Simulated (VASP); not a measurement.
Write the native input for VASP 6.6.1 that does the following.

```yaml
Task: single point
Functional: PBE
Potentials_or_basis: VASP PAW PBE potentials, release 64 (B, N)
Cutoff: 520 eV
k_mesh: 12 × 12 × 12
Occupations: gaussian, width 0.05 eV
Spin: no spin polarisation
Dipole_correction: no
Further_INCAR_settings: ALGO = Normal; EDIFF = 1e-06; NBANDS = 11
```

The structure of BN lies in POSCAR:

```
BN
1.0
    0.0000000000      1.6578393239      1.8490289136
    1.8490289136      0.0000000000      1.8490289136
    1.8490289136      1.6578393239      0.0000000000
B N
1 1
Direct
    0.0000000000      0.0000000000      0.0000000000
    0.7500000000      0.7500000000      0.7500000000
```

This cell differs from its parent crystal: volume 5.668 Å^3 an atom, c/a of the conventional cell 0.8966.

One way to write it, as run:

INCAR

```
PREC     = Accurate       # precision mode
ENCUT    = 520            # plane-wave cutoff, eV
EDIFF    = 1E-6           # SCF threshold, eV
ISMEAR   = 0              # smearing method
SIGMA    = 0.05           # smearing width, eV
LREAL    = False          # projectors in reciprocal space
LASPH    = True           # aspherical terms in the spheres
NELM     = 80             # most SCF steps
ALGO     = Normal         # electronic algorithm
ISIF     = 2              # what is computed and relaxed
LWAVE    = False          # write WAVECAR
LCHARG   = False          # write CHGCAR
GGA      = PE             # functional
NBANDS   = 11             # bands
```

KPOINTS

```
Automatic mesh
0
Gamma
  12 12 12
```

Potentials or basis: VASP PAW PBE potentials, release 64 (B, N).

Command:

```sh
$ cat potpaw_PBE.64/B/POTCAR potpaw_PBE.64/N/POTCAR > POTCAR
$ mpirun -np 1 vasp_std > vasp.out
```

It gave:

```yaml
Pressure: 19.9 GPa
Band_gap_on_the_k_mesh: 2.71 eV, indirect (least direct gap 7.99 eV)
```

It took 15 s on 1 thread of AMD EPYC 9R45 (Zen 5), with other jobs on the host, peak memory 0.1 GiB.
